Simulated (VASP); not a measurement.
Crystal: Ti3Al.

```
Ti Al
1.0
     4.05104    0.00000    0.00000
     0.00000    4.05104    0.00000
     0.00000    0.00000    4.05104
Ti Al
3 1
Direct
  0.00000 0.50000 0.00000
  0.00000 0.00000 0.50000
  0.50000 0.00000 0.00000
  0.50000 0.50000 0.50000
```

Base run:

| Property | Result |
| --- | --- |
| Program | VASP 6.6.1 |
| Functional | PBE |
| Potentials or basis | VASP PAW PBE potentials, release 64 (Ti_sv, Al) |
| Cutoff | 520 eV |
| k mesh | 12 × 12 × 12 |
| Occupations | gaussian, width 0.1 eV |
| Spin | no spin polarisation |

Its results: pressure -0.1 GPa.

Question: The run is repeated on the same cell with these changes: functional from PBE to LDA; potentials or basis from VASP PAW PBE potentials, release 64 (Ti_sv, Al) to VASP PAW LDA potentials, release 64 (Ti_sv, Al). What comes out?

Answer: Pressure -7.8 GPa.
